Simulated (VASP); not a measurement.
Set up this calculation in VASP 6.6.1, as the native input.

- Task: relaxation of shape and atoms at fixed volume
- Functional: PBE
- Potentials or basis: VASP PAW PBE potentials, release 64 (Ti_sv)
- Cutoff: 600 eV
- k mesh: 15 × 15 × 15
- Occupations: fermi-dirac, width 0.1 eV
- Spin: no spin polarisation
- Dipole correction: no
- Further INCAR settings: ALGO = Normal; EDIFF = 1e-06; IBRION = 2; EDIFFG = -0.005; NSW = 50; ISIF = 4

The structure of Ti lies in POSCAR:

```
Ti
1.0
   -2.0458323240      2.0458323240      1.1485896848
    2.0458323240     -2.0458323240      1.1485896848
    2.0458323240      2.0458323240     -1.1485896848
Ti
2
Direct
   -0.3750000000     -0.1250000000     -0.2500000000
    0.3750000000      0.1250000000      0.2500000000
```

These files were run (other wordings do the same):

INCAR

```
SYSTEM = Ti
ALGO     = Normal         ! electronic algorithm
EDIFF    = 1E-6           ! SCF threshold, eV
EDIFFG   = -0.005         ! ionic threshold
ENCUT    = 600            ! plane-wave cutoff, eV
GGA      = PE             ! functional
IBRION   = 2              ! ionic algorithm
ISIF     = 4              ! what is computed and relaxed
ISMEAR   = -1             ! smearing method
LASPH    = .True.         ! aspherical terms in the spheres
LCHARG   = .False.        ! write CHGCAR
LREAL    = .False.        ! projectors in reciprocal space
LWAVE    = .False.        ! write WAVECAR
NELM     = 60             ! most SCF steps
NSW      = 50             ! ionic steps
PREC     = Accurate       ! precision mode
SIGMA    = 0.1            ! smearing width, eV
```

KPOINTS

```
k-points
0
Gamma
  15 15 15
  0 0 0
```

Potentials or basis: VASP PAW PBE potentials, release 64 (Ti_sv).

Run with:

```bash
$ cat potpaw_PBE.64/Ti_sv/POTCAR > POTCAR
$ mpirun -np 1 vasp_std > vasp.out
```

It gave:

| Item | Value |
| --- | --- |
| Energy gained by relaxing | 4.8 meV/atom |
| Ionic steps | 3 |
| Pressure after relaxing | 157.2 GPa |
| Band gap on the k mesh | zero (bands 12 and 13 overlap by 2.04 eV) |

Wall time 6.9 min on 1 thread of Intel Xeon 8259CL, on a shared host, peak memory 0.24 GiB.
